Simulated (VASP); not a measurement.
The system is La3Si2Br.

```
La Si Br
1.0
     6.61624    0.00000    0.00000
    -3.30812    5.72983    0.00000
     0.00000    0.00000    4.31542
La Si Br
3 2 1
Cartesian
  1.6541 2.8649 2.1577
  3.3081 0.0000 2.1577
  -1.6541 2.8649 2.1577
  3.3081 1.9099 0.0000
  0.0000 3.8199 0.0000
  0.0000 0.0000 0.0000
```

The cell was built from a structure type or drawn by symmetry, and may not be a known phase.

- Program: VASP 6.6.1
- Task: relaxation of cell and atoms
- Functional: PBE
- Potentials or basis: VASP PAW PBE potentials, release 64 (La, Si, Br)
- Cutoff: 600 eV
- k mesh: 3 × 3 × 4
- Occupations: gaussian, width 0.1 eV
- Spin: no spin polarisation

At the start: pressure 10.4 GPa; volume 27.27 Å³/atom.

Q: How do energy, volume and symmetry change on relaxing?

A: Over 9 steps the energy falls by 438.5 meV/atom and the volume is 36.20 Å³/atom (+32.8 %); space group P6/mmm (No. 191, to 0.1 Å) before and after.

Step by step:
```csv
step,energy change (eV),largest force (eV/Å),pressure (GPa),volume (Å³)
1,0.0000,0.0000,10.35,163.60
2,-1.6785,0.0000,-0.58,208.69
3,-1.7040,0.0000,-2.02,218.38
4,-2.5163,0.0000,-1.96,227.68
5,-2.5477,0.0000,-1.93,228.91
6,-2.6142,0.0000,0.85,211.96
7,-2.6256,0.0000,0.01,216.49
8,-2.6295,0.0000,0.00,216.80
9,-2.6312,0.0000,-0.02,217.18
```

Final structure:
```cif
data_structure
_symmetry_space_group_name_H-M 'P 1'
_symmetry_Int_Tables_number 1
_cell_length_a 7.9531
_cell_length_b 7.9531
_cell_length_c 3.9647
_cell_angle_alpha 90.000
_cell_angle_beta 90.000
_cell_angle_gamma 120.000
_cell_volume 217.18
loop_
_atom_site_label
_atom_site_type_symbol
_atom_site_fract_x
_atom_site_fract_y
_atom_site_fract_z
_atom_site_occupancy
La1 La 0.50000 0.50000 0.50000 1
La2 La 0.50000 0.00000 0.50000 1
La3 La 0.00000 0.50000 0.50000 1
Si1 Si 0.66667 0.33333 0.00000 1
Si2 Si 0.33333 0.66667 0.00000 1
Br1 Br 0.00000 0.00000 0.00000 1
```

Caveat: the k points lie up to 0.40 Å⁻¹ apart in the final cell; the volume moved by over 15 % at a fixed basis, so the end points are rough.
